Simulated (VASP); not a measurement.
## BaTiO3: electric field gradients with PBEsol

The system is BaTiO3.

```
CELL_PARAMETERS angstrom
3.99980 0.00000 0.00000
0.00000 3.99980 0.00000
0.00000 0.00000 3.97782
ATOMIC_POSITIONS crystal
Ba 0.00000 0.00000 0.00000
Ti 0.50000 0.50000 0.50000
O 0.50000 0.50000 0.00000
O 0.50000 0.00000 0.50000
O 0.00000 0.50000 0.50000
```

This cell differs from its parent crystal: zz strain of -1 %.

```yaml
Program: VASP 6.6.1
Task: electric field gradients
Functional: PBEsol
Potentials_or_basis: VASP PAW PBE potentials, release 64 (Ba_sv, Ti_sv, O)
Cutoff: 520 eV
k_mesh: 7 × 7 × 7
Occupations: fermi-dirac, width 0.03 eV
Spin: no spin polarisation
Dipole_correction: no
Further_INCAR_settings: ALGO = Normal; EDIFF = 1e-08; NBANDS = 28
```

```
Pressure               : -1.1 GPa
Band gap on the k mesh : 1.77 eV, indirect (least direct gap 1.84 eV)
```

Stress tensor (GPa, compression positive):
```
-1.45  0.00  0.00
 0.00 -1.45  0.00
 0.00  0.00 -0.35
```

Levels at points of the mesh, in eV from the valence-band top:
```
           k point  band 17  band 18  band 19  band 20  band 21  band 22  band 23  band 24
(0.00, 0.00, 0.00)    -1.05    -0.08    -0.08    -0.07     1.77     1.78     1.78     4.03
```

Electric field gradients, principal values (V/Å²):
```tsv
atom	least	middle	greatest (by size)
1 Ba	0.404	0.404	-0.809
2 Ti	2.464	2.464	-4.927
3 O	-10.200	-10.200	20.400
4 O	-10.604	-12.420	23.024
5 O	-10.604	-12.420	23.024
```

Wall time 2.9 min on 1 thread of AMD EPYC 7R13 (shared host), peak memory 0.19 GiB.

Caveat: the cell differs from its parent crystal (zz strain of -1 %); without QUAD_EFG the Cq values of the log hold for a quadrupole moment of 1 mb, not for the nuclei; the PAW data sets were made with another functional, which shifts forces and pressure a little; spin-orbit coupling is left out, which moves the levels of the heavy elements. A k mesh can miss the band edges.
